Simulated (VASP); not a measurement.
Set up this calculation in VASP 6.6.1, as the native input.

```yaml
Task: single point
Functional: PBE
Potentials_or_basis: VASP PAW PBE potentials, release 64 (Ga_d, O)
Cutoff: 520 eV
k_mesh: 12 × 12 × 4
Occupations: gaussian, width 0.01 eV
Spin: no spin polarisation
Dipole_correction: no
Further_INCAR_settings: ALGO = Normal; EDIFF = 1e-06; NBANDS = 48
```

The structure of GaO lies in POSCAR:

```
GaO
1.0
    3.0605222826      0.0000000000      0.0000000000
   -1.5302611413      2.6504900456      0.0000000000
    0.0000000000      0.0000000000     11.5353306146
Ga O
4 4
Direct
    0.3333333333      0.6666666667      0.1455196706
    0.6666666667      0.3333333333      0.6455196706
    0.3333333333      0.6666666667      0.3544803294
    0.6666666667      0.3333333333      0.8544803294
    0.3333333333      0.6666666667      0.5858601836
    0.6666666667      0.3333333333      0.0858601836
    0.3333333333      0.6666666667      0.9141398164
    0.6666666667      0.3333333333      0.4141398164
```

One way to write it, as run:

INCAR

```
ALGO = Normal
EDIFF = 1E-6
ENCUT = 520
GGA = PE
ISIF = 2
ISMEAR = 0
LASPH = T
LCHARG = F
LREAL = F
LWAVE = F
NBANDS = 48
NELM = 60
PREC = Accurate
SIGMA = 0.01
```

KPOINTS

```
k-points
0
Gamma
  12 12 4
```

Potentials or basis: VASP PAW PBE potentials, release 64 (Ga_d, O).

Command:

```bash
$ cat potpaw_PBE.64/Ga_d/POTCAR potpaw_PBE.64/O/POTCAR > POTCAR
$ mpirun -np 1 vasp_std > vasp.out
```

Results of the run:

```yaml
Pressure: 15.5 GPa
Largest_force: 0.046 eV/Å
Band_gap_on_the_k_mesh: 1.01 eV
```

Caveat: the cell stands under pressure.

It took 2.6 min on 1 thread of Intel(R) Xeon(R) 6975P-C (Granite Rapids) (shared host), peak memory 0.32 GiB.
